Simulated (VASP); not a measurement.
# LiH (Fm-3m) in VASP: a series of runs

Runs on LiH. Level: PBEsol. Tasks: single point, relaxation of cell and atoms.

Everything below comes from runs of VASP 6.6.1. Logs are shortened: lines on timing, memory, paths and dates and some standing lists are left out, and cuts for length are marked.

### 1 The cell of the first run

Symmetry: Fm-3m, No. 225, cubic system. The conventional cell has a = 3.979 Å, b = 3.979 Å, c = 3.979 Å, α = 90.00°, β = 90.00°, γ = 90.00°. Li (site symmetry m-3m) has 6 H at 1.99 Å within 2.6 Å. Within 2.6 Å of H (site symmetry m-3m) lie 6 Li at 1.99 Å.

### 2 Single point, PBEsol

Input file INCAR:

```
  PREC = Accurate
  ENCUT = 520
  EDIFF = 1E-6
  ISMEAR = -1
  SIGMA = 0.03
  LREAL = False
  LASPH = True
  NELM = 100
  ALGO = Normal
  ISIF = 2
  LWAVE = False
  LCHARG = True
  GGA = PS
  LELF = True
  LVHAR = True
  NBANDS = 9
```

Input file KPOINTS:

```
Automatic mesh
0
Gamma
  12 12 12
```

Input file POSCAR:

```
LiH
1.0
    0.0000000000      1.9896708710      1.9896708710
    1.9896708710      0.0000000000      1.9896708710
    1.9896708710      1.9896708710      0.0000000000
Li H
1 1
Direct
    0.0000000000      0.0000000000      0.0000000000
    0.5000000000      0.5000000000      0.5000000000
```

Potentials or basis: VASP PAW PBE potentials, release 64 (Li_sv, H).

Launch:

```
$ cat potpaw_PBE.64/Li_sv/POTCAR potpaw_PBE.64/H/POTCAR > POTCAR
$ mpirun -np 1 vasp_std > vasp.out
```

OUTCAR:

```text
PREC = Accurate
   ENCUT = 520
   EDIFF = 1E-6
   ISMEAR = -1
   LREAL = False
   LASPH = True
   NELM = 100
   ISIF = 2
   GGA = PS

 ion  position               nearest neighbor table
   1  0.000  0.000  0.000-
   2  0.500  0.500  0.500-

  LATTYP: Found a face centered cubic cell.
 ALAT       =     3.9793417420

  Lattice vectors:

 A1 = (   0.0000000000,   1.9896708710,   1.9896708710)
 A2 = (   1.9896708710,   0.0000000000,   1.9896708710)
 A3 = (   1.9896708710,   1.9896708710,   0.0000000000)

Analysis of symmetry for initial positions (statically):
=====================================================================
 Subroutine PRICEL returns:
 Original cell was already a primitive cell.

 Routine SETGRP: Setting up the symmetry group for a
 face centered cubic supercell.

 Subroutine GETGRP returns: Found 48 space group operations
 (whereof 48 operations were pure point group operations)
 out of a pool of 48 trial point group operations.

The static configuration has the point symmetry O_h .

Analysis of symmetry for dynamics (positions and initial velocities):
=====================================================================
 Subroutine PRICEL returns:
 Original cell was already a primitive cell.

 Routine SETGRP: Setting up the symmetry group for a
 face centered cubic supercell.

 Subroutine GETGRP returns: Found 48 space group operations
 (whereof 48 operations were pure point group operations)
 out of a pool of 48 trial point group operations.

The dynamic configuration has the point symmetry O_h .

 Subroutine INISYM returns: Found 48 space group operations
 (whereof 48 operations are pure point group operations),
 and found     1 'primitive' translations

----------------------------------------------------------------------------------------

                                     Primitive cell

  volume of cell :      15.7534

  direct lattice vectors                    reciprocal lattice vectors
     0.000000000  1.989670871  1.989670871    -0.251297844  0.251297844  0.251297844
     1.989670871  0.000000000  1.989670871     0.251297844 -0.251297844  0.251297844
     1.989670871  1.989670871  0.000000000     0.251297844  0.251297844 -0.251297844

  length of vectors
     2.813819530  2.813819530  2.813819530     0.435260634  0.435260634  0.435260634

  position of ions in fractional coordinates (direct lattice)
     0.000000000  0.000000000  0.000000000
[... 77 lines left out ...]
   NELM   =    100;   NELMIN=  2; NELMDL= -5     # of ELM steps
   EDIFF  = 0.1E-05   stopping-criterion for ELM
   LREAL  =      F    real-space projection
   EDIFFG = 0.1E-04   stopping-criterion for IOM
   NSW    =      0    number of steps for IOM
   IBRION =     -1    ionic relax: 0-MD 1-quasi-New 2-CG
   NFREE  =      0    steps in history (QN), initial steepest desc. (CG)
   ISIF   =      2    stress and relaxation
   ISYM   =      2    0-nonsym 1-usesym 2-fastsym
   POTIM  = 0.5000    time-step for ionic-motion
   TEBEG  =    0.0;   TEEND  =   0.0 temperature during run
   PSTRESS=    0.0 pullay stress
   NELECT =       4.0000    total number of electrons
   NUPDOWN=      -1.0000    fix difference up-down
   EMIN   =  10.00;   EMAX   =-10.00  energy-range for DOS
   EFERMI =   0.00;   METHOD = LEGACY
   ISMEAR =    -1;   SIGMA  =   0.03  broadening in eV -4-tet -1-fermi 0-gaus
   EFERMI_NEDOS =   21; number of points for ismear=-14 and -15
   IALGO  =     38    algorithm
   IMIX   =      4    mixing-type and parameters
     AMIX     =   0.40;   BMIX     =  1.00
     AMIX_MAG =   1.60;   BMIX_MAG =  1.00
  volume/ion in A,a.u.               =       7.88        53.15
  Fermi-wavevector in a.u.,A,eV,Ry     =   1.036661  1.959006 14.621730  1.074667
  Thomas-Fermi vector in A             =   2.171063
   LORBIT       =      0    0 simple, 1 ext, 2 COOP (PROOUT), +10 PAW based schemes
   GGA     = PS    functional components
   LHFCALC =     F    Hartree Fock is set to
   AEXX    =    0.0000 exact exchange contribution
   IVDW    =     0    specifies the selected vdW correction
   LEPSILON=     F    determine dielectric tensor
   LRPA    =     F    only Hartree local field effects (RPA)
 non-spin polarized calculation
  energy-cutoff  :      520.00
  volume of cell :       15.75
 maximum number of plane-waves:       444
 NGX is ok and might be reduce to    24
   NGX = 11   NGY = 11   NGZ = 11

 number of electron       3.9999997 magnetization

 Free energy of the ion-electron system (eV)
  ---------------------------------------------------
  ext. energy  EPLUGINS =         0.00000000
  ---------------------------------------------------
  free energy    TOTEN  =        -6.12043863 eV

  energy without entropy =       -6.12043863  energy(sigma->0) =       -6.12043863

 E-fermi :   0.8689     XC(G=0):  -8.6820

 val. band max:        0.2612779230   @ k =   0.5000   0.5000   0.0000
 cond. band min:       2.9894432887   @ k =   0.5000   0.5000   0.0000
 fundamental gap:      2.7281653657
 Fermi energy:         0.8688819636

 k-point     1 :       0.0000    0.0000    0.0000
  band No.  band energies     occupation
      1     -43.4236      2.00000
      2      -5.3659      2.00000
      3      16.6495      0.00000
      4      18.2091      0.00000
      5      18.2091      0.00000
      6      18.2092      0.00000
      7      22.8668      0.00000
      8      22.8668      0.00000
      9      22.8668      0.00000
[... 265 lines left out ...]
 k-point    24 :      -0.4167    0.1667    0.0000
  band No.  band energies     occupation
      1     -43.3647      2.00000
      2      -1.9858      2.00000
      3       5.1969      0.00000
      4      10.4080      0.00000
      5      14.6863      0.00000
      6      16.0842      0.00000
      7      22.7316      0.00000
      8      24.6085      0.00000
      9      27.9753      0.00000

 [... further k-points ...]
[... 5 lines left out ...]
  --------------------------------------------------------------------------------------
  -------------------------------------------------------------------------------------
  Total       -0.0159152     -0.0159152     -0.0159152      0.0000000     -0.0000000     -0.0000000
  in kB       -1.6186306     -1.6186306     -1.6186306      0.0000000     -0.0000000     -0.0000000
  external PRESSURE =      -1.6186306 kB  Pullay stress =       0.0000000 kB

 VOLUME and BASIS-vectors are now :
 -----------------------------------------------------------------------------
  energy-cutoff  :      520.00
  volume of cell :       15.75
      direct lattice vectors                 reciprocal lattice vectors
     0.000000000  1.989670871  1.989670871    -0.251297844  0.251297844  0.251297844
     1.989670871  0.000000000  1.989670871     0.251297844 -0.251297844  0.251297844
     1.989670871  1.989670871  0.000000000     0.251297844  0.251297844 -0.251297844

 POSITION                                       TOTAL-FORCE (eV/Angst)
 -----------------------------------------------------------------------------------
      0.00000      0.00000      0.00000        -0.000000     -0.000000      0.000000
      1.98967      1.98967      1.98967         0.000000      0.000000     -0.000000
 -----------------------------------------------------------------------------------
    total drift:                                0.000000     -0.000000     -0.000000

  FREE ENERGIE OF THE ION-ELECTRON SYSTEM (eV)
  ---------------------------------------------------
  free  energy   TOTEN  =        -6.1204386304 eV

  energy  without entropy=       -6.1204386304  energy(sigma->0) =       -6.12043863
```

Wall time 18 s (1 thread of AMD EPYC 7R43 (Zen 3), shared host); peak memory 0.1 GiB.

What came out:

```yaml
Free_energy: -6.1204 eV
Band_gap_on_the_k_mesh: 2.73 eV, direct
```

Caveat: the cutoff is under 1.25 times the usual one of these potentials, so pressure, stress and relaxed cells hold a basis-set (Pulay) error; the PAW data sets were made with another functional, which shifts forces and pressure a little. A k mesh can miss the band edges.

### 3 Relaxation of cell and atoms, PBEsol

This run uses another cell than the first one, of 3.97 Å³/atom, 0.504 times its volume.

Input file INCAR:

```
ALGO = Normal
EDIFF = 1E-6
EDIFFG = -0.01
ENCUT = 600
GGA = PS
IBRION = 2
ISIF = 3
ISMEAR = -1
LASPH = T
LCHARG = F
LREAL = F
LWAVE = F
NELM = 80
NSW = 100
PREC = Accurate
SIGMA = 0.03
```

Input file KPOINTS:

```
k-points
0
Gamma
  12 12 12
```

Input file POSCAR:

```
LiH
1.0
    0.0000000000      1.5838140000      1.5838140000
    1.5838140000      0.0000000000      1.5838140000
    1.5838140000      1.5838140000      0.0000000000
Li H
1 1
Direct
    0.0000000000      0.0000000000      0.0000000000
    0.5000000000      0.5000000000      0.5000000000
```

Potentials or basis: VASP PAW PBE potentials, release 64 (Li_sv, H).

Launch:

```
$ cat potpaw_PBE.64/Li_sv/POTCAR potpaw_PBE.64/H/POTCAR > POTCAR
$ mpirun -np 1 vasp_std > vasp.out
```

OUTCAR:

```text
EDIFF = 1E-6
   EDIFFG = -0.01
   ENCUT = 600
   GGA = PS
   IBRION = 2
   ISIF = 3
   ISMEAR = -1
   LASPH = T
   LREAL = F
   NELM = 80
   NSW = 100
   PREC = Accurate

 ion  position               nearest neighbor table
   1  0.000  0.000  0.000-   2 1.58   2 1.58   2 1.58   2 1.58   2 1.58   2 1.58
   2  0.500  0.500  0.500-   1 1.58   1 1.58   1 1.58   1 1.58   1 1.58   1 1.58

  LATTYP: Found a face centered cubic cell.
 ALAT       =     3.1676280000

  Lattice vectors:

 A1 = (   0.0000000000,   1.5838140000,   1.5838140000)
 A2 = (   1.5838140000,   0.0000000000,   1.5838140000)
 A3 = (   1.5838140000,   1.5838140000,   0.0000000000)

Analysis of symmetry for initial positions (statically):
=====================================================================
 Subroutine PRICEL returns:
 Original cell was already a primitive cell.

 Routine SETGRP: Setting up the symmetry group for a
 face centered cubic supercell.

[... 209 lines left out ...]
 fundamental gap:      2.1827270551
 Fermi energy:         3.2956241923

 k-point     1 :       0.0000    0.0000    0.0000
  band No.  band energies     occupation
      1     -41.0836      2.00000
      2      -4.5327      2.00000
      3      25.1616      0.00000
      4      25.1616      0.00000
      5      25.1617      0.00000
      6      25.3225      0.00000
[... 314 lines left out ...]
--------------------------------------- Ionic step        5  -------------------------------------------

 number of electron       4.0000010 magnetization

 Free energy of the ion-electron system (eV)
  ---------------------------------------------------
  ext. energy  EPLUGINS =         0.00000000
  ---------------------------------------------------
  free energy    TOTEN  =        -6.04238729 eV

  energy without entropy =       -6.04238729  energy(sigma->0) =       -6.04238729

 E-fermi :   1.4482     XC(G=0):  -8.9684

 val. band max:        0.7404701349   @ k =   0.5000   0.5000   0.0000
 cond. band min:       3.3522634261   @ k =   0.5000   0.5000   0.0000
 fundamental gap:      2.6117932911
 Fermi energy:         1.4482322479

 k-point     1 :       0.0000    0.0000    0.0000
  band No.  band energies     occupation
      1     -42.9965      2.00000
      2      -5.1981      2.00000
      3      18.3956      0.00000
      4      19.5550      0.00000
      5      19.5551      0.00000
      6      19.5551      0.00000
[... 236 lines left out ...]
  FREE ENERGIE OF THE ION-ELECTRON SYSTEM (eV)
  ---------------------------------------------------
  free  energy   TOTEN  =        -6.0423872941 eV

  energy  without entropy=       -6.0423872941  energy(sigma->0) =       -6.04238729

 reached required accuracy - stopping structural energy minimisation
```

OSZICAR:

```text
N       E                     dE             d eps       ncg     rms          rms(c)
DAV:   1    -0.119062746556E+01   -0.11906E+01   -0.19559E+03   984   0.745E+02
DAV:   2    -0.514997288696E+01   -0.39593E+01   -0.39593E+01  1260   0.643E+01
DAV:   3    -0.518578636425E+01   -0.35813E-01   -0.35813E-01   984   0.530E+00
DAV:   4    -0.518594024340E+01   -0.15388E-03   -0.15388E-03  1212   0.261E-01
[... 42 lines left out ...]
DAV:   3    -0.604238219169E+01    0.15495E-03   -0.15347E-04  1284   0.894E-02    0.536E-03
DAV:   4    -0.604238624660E+01   -0.40549E-05   -0.70304E-06   912   0.283E-02    0.168E-03
DAV:   5    -0.604238953260E+01   -0.32860E-05   -0.76685E-07   474   0.749E-03    0.187E-03
DAV:   6    -0.604238742668E+01    0.21059E-05   -0.20677E-07   432   0.571E-03    0.100E-04
DAV:   7    -0.604238729405E+01    0.13263E-06   -0.18651E-08   432   0.166E-03
   5 F= -.60423873E+01 E0= -.60423873E+01  d E =-.111423E+01
```

CONTCAR:

```text
LiH
   1.00000000000000
     0.0000000000000000    1.9327645011311381    1.9327645011311381
     1.9327645011311381    0.0000000000000000    1.9327645011311381
     1.9327645011311381    1.9327645011311381    0.0000000000000000
  Li              H
     1     1
Direct
     0.0000000000000000    0.0000000000000000    0.0000000000000000
     0.5000000000000000    0.5000000000000000    0.5000000000000000

  0.00000000E+00  0.00000000E+00  0.00000000E+00
  0.00000000E+00  0.00000000E+00  0.00000000E+00
```

It took 24 s on 1 thread of AMD EPYC 7R43 (Zen 3), shared host; peak memory 0.08 GiB.

What came out:

| Property | Result |
| --- | --- |
| Free energy | -6.0424 eV |
| Relaxed volume | 7.22 Å³/atom |
| Relaxed cell | a = 2.733 Å, b = 2.733 Å, c = 2.733 Å, α = 60.00°, β = 60.00°, γ = 60.00° |
| Space group after relaxing (to 0.05 Å) | Fm-3m (No. 225) |
| Energy gained by relaxing | 557.1 meV/atom |
| Ionic steps | 5 |
| Pressure after relaxing | -0.1 GPa |
| Band gap on the k mesh | 2.61 eV, direct |

Step by step:
```tsv
step	energy change (eV)	largest force (eV/Å)	pressure (GPa)	volume (Å³)
1	0.0000	0.0000	80.25	7.95
2	-0.8069	0.0000	30.09	10.46
3	-1.0980	0.0000	5.18	13.38
4	-1.1140	0.0000	0.60	14.29
5	-1.1142	0.0000	-0.06	14.44
```

Final structure:
```yaml
crystal:
  lattice:
    - [0.00000, 1.93276, 1.93276]
    - [1.93276, 0.00000, 1.93276]
    - [1.93276, 1.93276, 0.00000]
  atoms:
    - { symbol: Li, position: [0.00000, 0.00000, 0.00000] }
    - { symbol: H, position: [0.50000, 0.50000, 0.50000] }
```

Caveat: the cutoff is under 1.25 times the usual one of these potentials, so pressure, stress and relaxed cells hold a basis-set (Pulay) error; the volume moved by over 15 % at a fixed basis, so the end points are rough; the PAW data sets were made with another functional, which shifts forces and pressure a little. A k mesh can miss the band edges.
